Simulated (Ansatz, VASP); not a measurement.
## C: VASP beside Ansatz

The input INCAR:

```
SYSTEM = C
PREC     = Accurate       ! precision mode
ENCUT    = 600            ! plane-wave cutoff, eV
EDIFF    = 1E-6           ! SCF threshold, eV
ISMEAR   = 0              ! smearing method
SIGMA    = 0.1            ! smearing width, eV
LREAL    = .FALSE.        ! projectors in reciprocal space
LASPH    = .TRUE.         ! aspherical terms in the spheres
NELM     = 120            ! most SCF steps
ALGO     = Normal         ! electronic algorithm
ISIF     = 2              ! what is computed and relaxed
LWAVE    = .FALSE.        ! write WAVECAR
LCHARG   = .FALSE.        ! write CHGCAR
GGA      = PS             ! functional
IVDW     = 12             ! dispersion correction
NBANDS   = 11             ! bands
GGA_COMPAT= .FALSE.
```

KPOINTS

```
regular mesh
0
G
  9 9 9
  0 0 0
```

File POSCAR:

```
C
1.0
    1.2280263465      0.7090013417      3.3470108394
   -1.2280263465      0.7090013417      3.3470108394
    0.0000000000     -1.4180026834      3.3470108394
C
2
Direct
    0.1640000000      0.1640000000      0.1640000000
    0.8360000000      0.8360000000      0.8360000000
```

Input for Ansatz:

```yaml
crystal:
  lattice:
    - [1.2280263465, 0.7090013417, 3.3470108394]
    - [-1.2280263465, 0.7090013417, 3.3470108394]
    - [0.0, -1.4180026834, 3.3470108394]
  atoms:
    - { symbol: C, position: [0.164, 0.164, 0.164] }
    - { symbol: C, position: [0.836, 0.836, 0.836] }
basis:
  ecutwfc: 520.0
kpoints:
  mp_grid: { grid: [9, 9, 9] }
hamiltonian:
  xc: pbesol
  dispersion: d3bj
scf:
  occupations: { method: gaussian, width: 0.1 }
output:
  forces: true
  stress: true
  eigenvalues: true
```

Alike in both runs: task single point; functional PBEsol; dispersion D3(BJ); k mesh 9 × 9 × 9; occupations gaussian, width 0.1 eV; no spin polarisation.

```csv
,VASP,Ansatz
version,VASP 6.6.1,Ansatz 0.2.0
potentials or method,"VASP PAW PBE potentials, release 64 (C), cutoff 600 eV","scalar-relativistic, plane waves, PAW"
valence electrons in the cell,8,8
```

|  | VASP | Ansatz | Ansatz less VASP |
| --- | --- | --- | --- |
| gap on the k mesh at the Fermi level (eV) | 0.77 | 0.77 | -0.001 |
| least direct gap on the mesh (eV) | 0.77 | 0.77 | -0.001 |
| pressure (GPa) | 0.6 | 0.4 | -0.25 |
| traceless stress, the component that is largest in VASP (GPa) | -2.58 | -2.01 | +0.570 |
| rms of the force components (eV/Å) | 0.486 | 0.488 | +0.0023 |

VASP's potentials were made for PBE, not for PBEsol. Atom by atom the forces differ by 0.002 eV/Å (rms over components).
